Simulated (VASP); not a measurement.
# HfN (F-43m) in VASP: a series of runs

HfN is run at these levels: PBEsol+U, PBE-based screened hybrid; tasks: single point.

Program: VASP 6.6.1. These are calculated values, not measurements. Logs are shortened: lines on timing, memory, paths and dates and some standing lists are left out, and cuts for length are marked.

## (1) The cell of the first run

It takes space group F-43m (No. 216, cubic). The conventional cell has a = 4.910 Å, b = 4.910 Å, c = 4.910 Å, α = 90.00°, β = 90.00°, γ = 90.00°. Hf (site symmetry -43m) has 4 N at 2.13 Å within 2.8 Å. Within 2.8 Å of N (site symmetry -43m) lie 4 Hf at 2.13 Å.

## (2) Single point, PBEsol+U

File INCAR:

```
ALGO = Normal
EDIFF = 1E-6
ENCUT = 520
GGA = PS
ISIF = 2
ISMEAR = -1
LASPH = True
LCHARG = True
LDAU = True
LDAUJ = 0 0
LDAUL = 2 -1
LDAUPRINT = 1
LDAUTYPE = 2
LDAUU = 6 0
LELF = True
LMAXMIX = 4
LREAL = False
LVHAR = True
LWAVE = False
NBANDS = 14
NELM = 150
PREC = Accurate
SIGMA = 0.05
```

File KPOINTS:

```
k-points
0
Gamma
  9 9 9
```

File POSCAR:

```
HfN
1.0
    0.0000000000      2.4548220000      2.4548220000
    2.4548220000      0.0000000000      2.4548220000
    2.4548220000      2.4548220000      0.0000000000
Hf N
1 1
Direct
    0.0000000000      0.0000000000      0.0000000000
    0.2500000000      0.2500000000      0.2500000000
```

Potentials or basis: VASP PAW PBE potentials, release 64 (Hf_pv, N).

On the command line:

```console
> cat potpaw_PBE.64/Hf_pv/POTCAR potpaw_PBE.64/N/POTCAR > POTCAR
> mpirun -np 1 vasp_std > vasp.out
```

OUTCAR:

```text
EDIFF = 1E-6
   ENCUT = 520
   GGA = PS
   ISIF = 2
   ISMEAR = -1
   LASPH = True
   LREAL = False
   NELM = 150
   PREC = Accurate

 ion  position               nearest neighbor table
   1  0.000  0.000  0.000-   2 2.13   2 2.13   2 2.13   2 2.13
   2  0.250  0.250  0.250-   1 2.13   1 2.13   1 2.13   1 2.13

  LATTYP: Found a face centered cubic cell.
 ALAT       =     4.9096440000

  Lattice vectors:

 A1 = (   0.0000000000,   2.4548220000,   2.4548220000)
 A2 = (   2.4548220000,   0.0000000000,   2.4548220000)
 A3 = (   2.4548220000,   2.4548220000,   0.0000000000)

Analysis of symmetry for initial positions (statically):
=====================================================================
 Subroutine PRICEL returns:
 Original cell was already a primitive cell.

 Routine SETGRP: Setting up the symmetry group for a
 face centered cubic supercell.

 Subroutine GETGRP returns: Found 24 space group operations
 (whereof 24 operations were pure point group operations)
 out of a pool of 48 trial point group operations.

The static configuration has the point symmetry T_d .

Analysis of symmetry for dynamics (positions and initial velocities):
=====================================================================
 Subroutine PRICEL returns:
 Original cell was already a primitive cell.

 Routine SETGRP: Setting up the symmetry group for a
 face centered cubic supercell.

 Subroutine GETGRP returns: Found 24 space group operations
 (whereof 24 operations were pure point group operations)
 out of a pool of 48 trial point group operations.

The dynamic configuration has the point symmetry T_d .

 Subroutine INISYM returns: Found 24 space group operations
 (whereof 24 operations are pure point group operations),
 and found     1 'primitive' translations

----------------------------------------------------------------------------------------

                                     Primitive cell

  volume of cell :      29.5863

  direct lattice vectors                    reciprocal lattice vectors
     0.000000000  2.454822000  2.454822000    -0.203680756  0.203680756  0.203680756
     2.454822000  0.000000000  2.454822000     0.203680756 -0.203680756  0.203680756
     2.454822000  2.454822000  0.000000000     0.203680756  0.203680756 -0.203680756

  length of vectors
     3.471642566  3.471642566  3.471642566     0.352785417  0.352785417  0.352785417

  position of ions in fractional coordinates (direct lattice)
     0.000000000  0.000000000  0.000000000
     0.250000000  0.250000000  0.250000000

  ion indices of the primitive-cell ions
   primitive index   ion index
                 1           1
                 2           2

----------------------------------------------------------------------------------------

 KPOINTS: k-points

Automatic generation of k-mesh.
 Grid dimensions read from file:
 generate k-points for:    9    9    9

 Generating k-lattice:

  Cartesian coordinates                     Fractional coordinates (reciprocal lattice)
    -0.022631195  0.022631195  0.022631195     0.111111111  0.000000000  0.000000000
     0.022631195 -0.022631195  0.022631195     0.000000000  0.111111111  0.000000000
     0.022631195  0.022631195 -0.022631195     0.000000000  0.000000000  0.111111111

  Length of vectors
     0.039198380  0.039198380  0.039198380

  Shift w.r.t. Gamma in fractional coordinates (k-lattice)
     0.000000000  0.000000000  0.000000000

 Subroutine IBZKPT returns following result:
 ===========================================

 Found     35 irreducible k-points:

 Following reciprocal coordinates:
[... 36 lines left out ...]
   ISTART =      0    job   : 0-new  1-cont  2-samecut
   ICHARG =      2    charge: 1-file 2-atom 10-const
   ISPIN  =      1    spin polarized calculation?
   LNONCOLLINEAR =      F non collinear calculations
   LSORBIT =      F    spin-orbit coupling
   LASPH  =      T    aspherical Exc in radial PAW
   ENCUT  =  520.0 eV  38.22 Ry    6.18 a.u.   6.45  6.45  6.45*2*pi/ulx,y,z
   NELM   =    150;   NELMIN=  2; NELMDL= -5     # of ELM steps
   EDIFF  = 0.1E-05   stopping-criterion for ELM
   LREAL  =      F    real-space projection
   EDIFFG = 0.1E-04   stopping-criterion for IOM
   NSW    =      0    number of steps for IOM
   IBRION =     -1    ionic relax: 0-MD 1-quasi-New 2-CG
   NFREE  =      0    steps in history (QN), initial steepest desc. (CG)
   ISIF   =      2    stress and relaxation
   ISYM   =      2    0-nonsym 1-usesym 2-fastsym
   POTIM  = 0.5000    time-step for ionic-motion
   TEBEG  =    0.0;   TEEND  =   0.0 temperature during run
   PSTRESS=    0.0 pullay stress
   NELECT =      15.0000    total number of electrons
   NUPDOWN=      -1.0000    fix difference up-down
   EMIN   =  10.00;   EMAX   =-10.00  energy-range for DOS
   EFERMI =   0.00;   METHOD = LEGACY
   ISMEAR =    -1;   SIGMA  =   0.05  broadening in eV -4-tet -1-fermi 0-gaus
   EFERMI_NEDOS =   21; number of points for ismear=-14 and -15
   IALGO  =     38    algorithm
   IMIX   =      4    mixing-type and parameters
     AMIX     =   0.40;   BMIX     =  1.00
     AMIX_MAG =   1.60;   BMIX_MAG =  1.00
  volume/ion in A,a.u.               =      14.79        99.83
  Fermi-wavevector in a.u.,A,eV,Ry     =   1.305395  2.466839 23.185087  1.704056
  Thomas-Fermi vector in A             =   2.436267
   LORBIT       =      0    0 simple, 1 ext, 2 COOP (PROOUT), +10 PAW based schemes
 LDA+U is selected, type is set to LDAUTYPE =  2
   angular momentum for each species LDAUL =     2   -1
   U (eV)           for each species LDAUU =   6.0  0.0
   J (eV)           for each species LDAUJ =   0.0  0.0
   GGA     = PS    functional components
   LHFCALC =     F    Hartree Fock is set to
   AEXX    =    0.0000 exact exchange contribution
   IVDW    =     0    specifies the selected vdW correction
   LEPSILON=     F    determine dielectric tensor
   LRPA    =     F    only Hartree local field effects (RPA)
 non-spin polarized calculation
  energy-cutoff  :      520.00
  volume of cell :       29.59
 maximum number of plane-waves:       821
 NGX is ok and might be reduce to    28
   NGX = 13   NGY = 13   NGZ = 13

atom =   1  type =  1  l = 2

 onsite density matrix

spin component  1

  0.2001 -0.0000  0.0000  0.0000 -0.0000
 -0.0000  0.2001 -0.0000  0.0000  0.0000
  0.0000 -0.0000  0.0680  0.0000  0.0000
  0.0000  0.0000  0.0000  0.2001  0.0000
 -0.0000  0.0000  0.0000  0.0000  0.0680

spin component  2

  0.2001 -0.0000  0.0000  0.0000 -0.0000
 -0.0000  0.2001 -0.0000  0.0000  0.0000
  0.0000 -0.0000  0.0680  0.0000  0.0000
  0.0000  0.0000  0.0000  0.2001  0.0000
 -0.0000  0.0000  0.0000  0.0000  0.0680

 occupancies and eigenvectors

  o =  0.0680  v =  0.0000 -0.0000 -0.0533  0.0000  0.9986  0.0000  0.0000  0.0000  0.0000  0.0000      0.0000  0.0000  0.0000  0.0000  0.0000  0.0000  0.0000  0.0000  0.0000  0.0000
  o =  0.0680  v =  0.0000  0.0000  0.0000  0.0000  0.0000  0.0000 -0.0000 -0.0533  0.0000  0.9986      0.0000  0.0000  0.0000  0.0000  0.0000  0.0000  0.0000  0.0000  0.0000  0.0000
  o =  0.0680  v =  0.0000 -0.0000  0.9986  0.0000  0.0533  0.0000  0.0000  0.0000  0.0000  0.0000      0.0000  0.0000  0.0000  0.0000  0.0000  0.0000  0.0000  0.0000  0.0000  0.0000
  o =  0.0680  v =  0.0000  0.0000  0.0000  0.0000  0.0000  0.0000 -0.0000  0.9986  0.0000  0.0533      0.0000  0.0000  0.0000  0.0000  0.0000  0.0000  0.0000  0.0000  0.0000  0.0000
  o =  0.2001  v =  0.0000  0.0000  0.0000  0.0000  0.0000  0.0000  0.1111  0.0000  0.9938  0.0000      0.0000  0.0000  0.0000  0.0000  0.0000  0.0000  0.0000  0.0000  0.0000  0.0000
  o =  0.2001  v =  0.0000  0.1111  0.0000  0.9938  0.0000  0.0000  0.0000  0.0000  0.0000  0.0000      0.0000  0.0000  0.0000  0.0000  0.0000  0.0000  0.0000  0.0000  0.0000  0.0000
  o =  0.2001  v =  0.0000  0.0000  0.0000  0.0000  0.0000  0.0000 -0.9938 -0.0000  0.1111 -0.0000      0.0000  0.0000  0.0000  0.0000  0.0000  0.0000  0.0000  0.0000  0.0000  0.0000
  o =  0.2001  v =  0.0000 -0.9938 -0.0000  0.1111 -0.0000  0.0000  0.0000  0.0000  0.0000  0.0000      0.0000  0.0000  0.0000  0.0000  0.0000  0.0000  0.0000  0.0000  0.0000  0.0000
  o =  0.2001  v =  1.0000  0.0000  0.0000  0.0000  0.0000  0.0000  0.0000  0.0000  0.0000  0.0000      0.0000  0.0000  0.0000  0.0000  0.0000  0.0000  0.0000  0.0000  0.0000  0.0000
  o =  0.2001  v =  0.0000  0.0000  0.0000  0.0000  0.0000  1.0000  0.0000  0.0000  0.0000  0.0000      0.0000  0.0000  0.0000  0.0000  0.0000  0.0000  0.0000  0.0000  0.0000  0.0000

 number of electron      15.0000001 magnetization

 Free energy of the ion-electron system (eV)
  ---------------------------------------------------
  ext. energy  EPLUGINS =         0.00000000
  ---------------------------------------------------
  free energy    TOTEN  =       -18.36856807 eV

  energy without entropy =      -18.36231778  energy(sigma->0) =      -18.36544292

 E-fermi :   6.3246     XC(G=0): -11.4232

 val. band max:        6.2611790895   @ k =   0.4444   0.2222   0.0000
 cond. band min:       6.3331219212   @ k =   0.3333   0.2222   0.0000
 fundamental gap:      0.0719428316
 Fermi energy:         6.3245924102

 k-point     1 :       0.0000    0.0000    0.0000
  band No.  band energies     occupation
      1     -26.0105      2.00000
      2     -26.0105      2.00000
      3     -26.0105      2.00000
      4     -10.1794      2.00000
      5       0.9250      2.00000
      6       0.9250      2.00000
      7       0.9250      2.00000
      8       4.9728      2.00000
      9       9.6164      0.00000
     10       9.6164      0.00000
     11      12.9295      0.00000
     12      12.9295      0.00000
     13      12.9295      0.00000
     14      17.1564      0.00000
[... 377 lines left out ...]
      1     -26.4349      2.00000
      2     -26.1570      2.00000
      3     -26.1570      2.00000
      4      -8.5574      2.00000
      5      -0.7617      2.00000
      6       2.4016      2.00000
      7       2.4016      2.00000
      8       5.0148      2.00000
      9       8.8584      0.00000
     10      11.4301      0.00000
     11      11.4301      0.00000
     12      11.5173      0.00000
     13      14.9128      0.00000
     14      17.1473      0.00000

 [... further k-points ...]
[... 5 lines left out ...]
  --------------------------------------------------------------------------------------
  -------------------------------------------------------------------------------------
  Total        2.2111204      2.2111204      2.2111204      0.0000000      0.0000000      0.0000000
  in kB      119.7382663    119.7382663    119.7382663      0.0000000      0.0000000      0.0000000
  external PRESSURE =     119.7382663 kB  Pullay stress =       0.0000000 kB

 VOLUME and BASIS-vectors are now :
 -----------------------------------------------------------------------------
  energy-cutoff  :      520.00
  volume of cell :       29.59
      direct lattice vectors                 reciprocal lattice vectors
     0.000000000  2.454822000  2.454822000    -0.203680756  0.203680756  0.203680756
     2.454822000  0.000000000  2.454822000     0.203680756 -0.203680756  0.203680756
     2.454822000  2.454822000  0.000000000     0.203680756  0.203680756 -0.203680756

 POSITION                                       TOTAL-FORCE (eV/Angst)
 -----------------------------------------------------------------------------------
      0.00000      0.00000      0.00000         0.000000      0.000000      0.000000
      1.22741      1.22741      1.22741        -0.000000     -0.000000     -0.000000
 -----------------------------------------------------------------------------------
    total drift:                               -0.000000     -0.000000     -0.000000

  FREE ENERGIE OF THE ION-ELECTRON SYSTEM (eV)
  ---------------------------------------------------
  free  energy   TOTEN  =       -18.3685680651 eV

  energy  without entropy=      -18.3623177765  energy(sigma->0) =      -18.36544292
```

It took 35 s on 1 thread of Intel Xeon 8259CL, shared host; peak memory 0.16 GiB.

Results:

```yaml
Free_energy: -18.3686 eV
Pressure: 12.0 GPa
```

Eigenvalues of the final occupation matrices:
| site | spin | trace | eigenvalues |
| --- | --- | --- | --- |
| site 1 d | 1 | 0.74 | 0.07 0.07 0.20 0.20 0.20 |
| site 1 d | 2 | 0.74 | 0.07 0.07 0.20 0.20 0.20 |

Caveat: the PAW data sets were made with another functional, which shifts forces and pressure a little; spin-orbit coupling is left out, which moves the levels of the heavy elements; U without spin polarisation on a metal has little footing.

[end of part 1 of 2]
